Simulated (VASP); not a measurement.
# Co (P6_3/mmc) in VASP: further runs

The runs below take Co through single point, with PBE.

Everything below comes from runs of VASP 6.6.1. Logs are shortened: lines on timing, memory, paths and dates and some standing lists are left out, and cuts for length are marked.

## 1. The cell of the first run

Symmetry: P6_3/mmc, No. 194, hexagonal system. Conventional cell: a = 2.418 Å, b = 2.418 Å, c = 3.917 Å, α = 90.00°, β = 90.00°, γ = 120.00°. Within 3.2 Å of Co (site symmetry -6m2) lie 12 Co at 2.41 to 2.42 Å.

## 2. Single point, PBE, collinear spin, ferromagnetic start (9.92 Å³/atom)

Input file INCAR:

```
SYSTEM = Co
ALGO = Normal
EDIFF = 1E-6
ENCUT = 520
GGA = PE
ISIF = 2
ISMEAR = -1
ISPIN = 2
LASPH = .True.
LCHARG = .False.
LMAXMIX = 4
LORBIT = 11
LREAL = .False.
LWAVE = .False.
MAGMOM = 1.7 1.7
NBANDS = 20
NELM = 150
PREC = Accurate
SIGMA = 0.1
```

Input file KPOINTS:

```
k-points
0
Gamma
  18 18 10
  0 0 0
```

Input file POSCAR:

```
Co
1.0
    2.4180989970      0.0000000000      0.0000000000
   -1.2090494985      2.0941351602      0.0000000000
    0.0000000000      0.0000000000      3.9167622800
Co
2
Direct
    0.3333333333      0.6666666667      0.2500000000
    0.6666666667      0.3333333333      0.7500000000
```

Potentials or basis: VASP PAW PBE potentials, release 64 (Co).

Started as:

```console
cat potpaw_PBE.64/Co/POTCAR > POTCAR
mpirun -np 1 vasp_std > vasp.out
```

OUTCAR:

```text
SYSTEM = Co
   EDIFF = 1E-6
   ENCUT = 520
   GGA = PE
   ISIF = 2
   ISMEAR = -1
   ISPIN = 2
   LASPH = .True.
   LORBIT = 11
   LREAL = .False.
   NELM = 150
   PREC = Accurate

 ion  position               nearest neighbor table
   1  0.333  0.667  0.250-   2 2.41   2 2.41   2 2.41   2 2.41   2 2.41   2 2.41
   2  0.667  0.333  0.750-   1 2.41   1 2.41   1 2.41   1 2.41   1 2.41   1 2.41

  LATTYP: Found a hexagonal cell.
 ALAT       =     2.4180989970
 C/A-ratio  =     1.6197692009

  Lattice vectors:

 A1 = (   2.4180989970,   0.0000000000,   0.0000000000)
 A2 = (  -1.2090494985,   2.0941351602,   0.0000000000)
 A3 = (   0.0000000000,   0.0000000000,   3.9167622800)

Analysis of symmetry for initial positions (statically):
=====================================================================
 Subroutine PRICEL returns:
 Original cell was already a primitive cell.

 Routine SETGRP: Setting up the symmetry group for a
 hexagonal supercell.

 Subroutine GETGRP returns: Found 24 space group operations
 (whereof 12 operations were pure point group operations)
 out of a pool of 24 trial point group operations.

The static configuration has the point symmetry D_3d.
 The point group associated with its full space group is D_6h.

Analysis of symmetry for dynamics (positions and initial velocities):
=====================================================================
 Subroutine PRICEL returns:
 Original cell was already a primitive cell.

 Routine SETGRP: Setting up the symmetry group for a
 hexagonal supercell.

 Subroutine GETGRP returns: Found 24 space group operations
 (whereof 12 operations were pure point group operations)
 out of a pool of 24 trial point group operations.

The dynamic configuration has the point symmetry D_3d.
 The point group associated with its full space group is D_6h.

Analysis of structural, dynamic, and magnetic symmetry:
=====================================================================
 Subroutine PRICEL returns:
 Original cell was already a primitive cell.

 Routine SETGRP: Setting up the symmetry group for a
 hexagonal supercell.

 Subroutine GETGRP returns: Found 24 space group operations
 (whereof 12 operations were pure point group operations)
 out of a pool of 24 trial point group operations.

The overall configuration has the point symmetry D_3d.
 The point group associated with its full space group is D_6h.

 Subroutine INISYM returns: Found 24 space group operations
 (whereof 12 operations are pure point group operations),
 and found     1 'primitive' translations

----------------------------------------------------------------------------------------
[... 112 lines left out ...]
     AMIX     =   0.40;   BMIX     =  1.00
     AMIX_MAG =   1.60;   BMIX_MAG =  1.00
  volume/ion in A,a.u.               =       9.92        66.92
  Fermi-wavevector in a.u.,A,eV,Ry     =   1.585004  2.995223 34.181064  2.512237
  Thomas-Fermi vector in A             =   2.684535
   LORBIT       =     11    0 simple, 1 ext, 2 COOP (PROOUT), +10 PAW based schemes
   GGA     = PE    functional components
   LHFCALC =     F    Hartree Fock is set to
   AEXX    =    0.0000 exact exchange contribution
   IVDW    =     0    specifies the selected vdW correction
   LEPSILON=     F    determine dielectric tensor
   LRPA    =     F    only Hartree local field effects (RPA)
 spin polarized calculation
  energy-cutoff  :      520.00
  volume of cell :       19.83
 maximum number of plane-waves:       552
 NGX is ok and might be reduce to    18
   NGX =  9   NGY =  9   NGZ = 15

 number of electron      18.0000002 magnetization       3.0581136

 Free energy of the ion-electron system (eV)
  ---------------------------------------------------
  ext. energy  EPLUGINS =         0.00000000
  ---------------------------------------------------
  free energy    TOTEN  =       -13.98144699 eV

  energy without entropy =      -13.92281072  energy(sigma->0) =      -13.95212885

 E-fermi :  11.5774     XC(G=0): -13.9418

 val. band max:       11.5744771602   @ k =   0.1111  -0.0000   0.2000
 cond. band min:      11.5832535322   @ k =   0.2222   0.1667   0.3000
 fundamental gap:      0.0087763720
 Fermi energy:        11.5774414957

 spin component 1

 k-point     1 :       0.0000    0.0000    0.0000
  band No.  band energies     occupation
      1       2.1427      1.00000
      2       6.0252      1.00000
      3       8.8512      1.00000
      4       8.8838      1.00000
      5       8.8838      1.00000
      6       9.2452      1.00000
[... 541 lines left out ...]
     19      35.6988      0.00000
     20      38.2251      0.00000

 [... further k-points ...]

 spin component 2

 k-point     1 :       0.0000    0.0000    0.0000
  band No.  band energies     occupation
      1       2.1566      1.00000
      2       6.9216      1.00000
      3      10.3998      0.99999
      4      10.4351      0.99999
      5      10.4351      0.99999
      6      10.8506      0.99930
[... 541 lines left out ...]
     19      36.0210      0.00000
     20      38.6005      0.00000

 [... further k-points ...]
[... 5 lines left out ...]
  --------------------------------------------------------------------------------------
  -------------------------------------------------------------------------------------
  Total        2.8591889      2.8591889      2.7553622     -0.0000000      0.0000000      0.0000000
  in kB      230.9656726    230.9656725    222.5785376     -0.0000000      0.0000000      0.0000000
  external PRESSURE =     228.1699609 kB  Pullay stress =       0.0000000 kB

 VOLUME and BASIS-vectors are now :
 -----------------------------------------------------------------------------
  energy-cutoff  :      520.00
  volume of cell :       19.83
      direct lattice vectors                 reciprocal lattice vectors
     2.418098997  0.000000000  0.000000000     0.413547998  0.238762048  0.000000000
    -1.209049498  2.094135160  0.000000000     0.000000000  0.477524096  0.000000000
     0.000000000  0.000000000  3.916762280     0.000000000  0.000000000  0.255312916

 POSITION                                       TOTAL-FORCE (eV/Angst)
 -----------------------------------------------------------------------------------
     -0.00000      1.39609      0.97919        -0.000000      0.000000      0.000000
      1.20905      0.69805      2.93757         0.000000     -0.000000      0.000000
 -----------------------------------------------------------------------------------
    total drift:                                0.000000     -0.000000     -0.000000

  FREE ENERGIE OF THE ION-ELECTRON SYSTEM (eV)
  ---------------------------------------------------
  free  energy   TOTEN  =       -13.9814469865 eV

  energy  without entropy=      -13.9228107188  energy(sigma->0) =      -13.95212885

 total charge

# of ion       s       p       d       tot
------------------------------------------
    1        0.529   0.605   7.332   8.465
    2        0.529   0.605   7.332   8.465
--------------------------------------------------
tot          1.057   1.209  14.663  16.930

 magnetization (x)

# of ion       s       p       d       tot
------------------------------------------
    1       -0.016  -0.055   1.602   1.532
    2       -0.016  -0.055   1.602   1.532
--------------------------------------------------
tot         -0.031  -0.110   3.205   3.064
```

Run time: 2.7 min. Hardware: 1 thread of Intel Xeon 8259CL, shared host; peak memory 0.23 GiB.

What came out:

| Property | Result |
| --- | --- |
| Free energy | -13.9814 eV |
| Pressure | 22.8 GPa |
| Net moment | 3.06 μB per cell |
| Site moments | Co +1.53 μB |
| Valence electrons inside the program's atomic spheres | Co 8.46 |

Stress tensor (GPa, compression positive):
```
23.10  0.00  0.00
 0.00 23.10  0.00
 0.00  0.00 22.26
```

Levels at points of the mesh, in eV from the Fermi level:
Spin up:
| k point | band 6 | band 7 | band 8 | band 9 | band 10 | band 11 | band 12 | band 13 | band 14 | band 15 |
| --- | --- | --- | --- | --- | --- | --- | --- | --- | --- | --- |
| (0.00, 0.00, 0.00) | -2.33 | -2.33 | -1.93 | -1.93 | -0.67 | -0.67 | -0.12 | 7.19 | 22.77 | 26.15 |
| (0.50, 0.00, 0.00) | -2.62 | -2.23 | -0.51 | -0.41 | -0.34 | 1.60 | 3.83 | 10.44 | 11.21 | 13.60 |
| (0.00, 0.00, 0.50) | -2.77 | -2.77 | -2.77 | -1.02 | -1.02 | -1.02 | -1.02 | 16.06 | 16.06 | 23.56 |
| (0.50, 0.00, 0.50) | -1.78 | -0.97 | -0.97 | -0.40 | -0.40 | 1.78 | 1.78 | 8.14 | 8.14 | 19.61 |
Spin down:
| k point | band 4 | band 5 | band 6 | band 7 | band 8 | band 9 | band 10 | band 11 |
| --- | --- | --- | --- | --- | --- | --- | --- | --- |
| (0.00, 0.00, 0.00) | -1.14 | -1.14 | -0.73 | -0.73 | -0.24 | -0.24 | -0.16 | 1.13 |
| (0.50, 0.00, 0.00) | -2.01 | -1.31 | -1.21 | -0.74 | 1.29 | 1.43 | 1.48 | 2.81 |
| (0.00, 0.00, 0.50) | -1.78 | -1.21 | -1.21 | -1.21 | -1.21 | 0.75 | 0.75 | 0.75 |
| (0.50, 0.00, 0.50) | -2.73 | -0.12 | -0.12 | 0.26 | 0.26 | 1.40 | 1.40 | 2.42 |

Caveat: the cell stands under pressure.

## 3. Single point, PBE, collinear spin, ferromagnetic start

Input file INCAR:

```
ALGO = Normal
EDIFF = 1E-7
ENCUT = 520
GGA = PE
ISIF = 2
ISMEAR = -1
ISPIN = 2
LASPH = T
LCHARG = F
LMAXMIX = 4
LORBIT = 11
LREAL = F
LWAVE = F
MAGMOM = 1.7 1.7
NBANDS = 20
NELM = 150
PREC = Accurate
SIGMA = 0.1
```

Input file KPOINTS:

```
k-points
0
Gamma
  18 18 10
```

Input file POSCAR:

```
Co
1.0
    2.4198904110      0.0000000000      0.0000000000
   -1.2099452055      2.0956865703      0.0000000000
    0.0000000000      0.0000000000      3.9125121356
Co
2
Direct
    0.3333333333      0.6666666667      0.2500000000
    0.6666666667      0.3333333333      0.7500000000
```

Potentials or basis: VASP PAW PBE potentials, release 64 (Co).

Started as:

```console
cat potpaw_PBE.64/Co/POTCAR > POTCAR
mpirun -np 1 vasp_std > vasp.out
```

It took 3.5 min on 1 thread of Intel Xeon 8259CL, shared host; peak memory 0.23 GiB.

Results (log left out):

| Property | Result |
| --- | --- |
| Free energy | -13.9826 eV |
| Pressure | 22.8 GPa |
| Net moment | 3.06 μB per cell |
| Site moments | Co +1.53 μB |
| Valence electrons inside the program's atomic spheres | Co 8.46 |

Stress tensor (GPa, compression positive):
```
22.80  0.00  0.00
 0.00 22.80  0.00
 0.00  0.00 22.68
```

Levels at points of the mesh, in eV from the Fermi level:
Spin up:
| k point | band 6 | band 7 | band 8 | band 9 | band 10 | band 11 | band 12 | band 13 | band 14 | band 15 |
| --- | --- | --- | --- | --- | --- | --- | --- | --- | --- | --- |
| (0.00, 0.00, 0.00) | -2.33 | -2.33 | -1.93 | -1.93 | -0.67 | -0.67 | -0.10 | 7.22 | 22.74 | 26.13 |
| (0.50, 0.00, 0.00) | -2.61 | -2.23 | -0.51 | -0.40 | -0.34 | 1.60 | 3.82 | 10.45 | 11.22 | 13.61 |
| (0.00, 0.00, 0.50) | -2.77 | -2.77 | -2.77 | -1.02 | -1.02 | -1.02 | -1.02 | 16.11 | 16.11 | 23.54 |
| (0.50, 0.00, 0.50) | -1.79 | -0.97 | -0.97 | -0.41 | -0.41 | 1.78 | 1.78 | 8.13 | 8.13 | 19.59 |
Spin down:
```tsv
k point	band 3	band 4	band 5	band 6	band 7	band 8	band 9	band 10	band 11	band 12
(0.00, 0.00, 0.00)	-1.16	-1.14	-1.14	-0.72	-0.72	-0.25	-0.25	-0.14	1.13	1.13
(0.50, 0.00, 0.00)	-3.71	-2.02	-1.32	-1.20	-0.74	1.28	1.43	1.47	2.81	4.77
(0.00, 0.00, 0.50)	-1.77	-1.77	-1.21	-1.21	-1.21	-1.21	0.75	0.75	0.75	0.75
(0.50, 0.00, 0.50)	-2.72	-2.72	-0.13	-0.13	0.26	0.26	1.40	1.40	2.42	2.42
```

Caveat: the cell stands under pressure.

(Continued in part 2 of 2.)
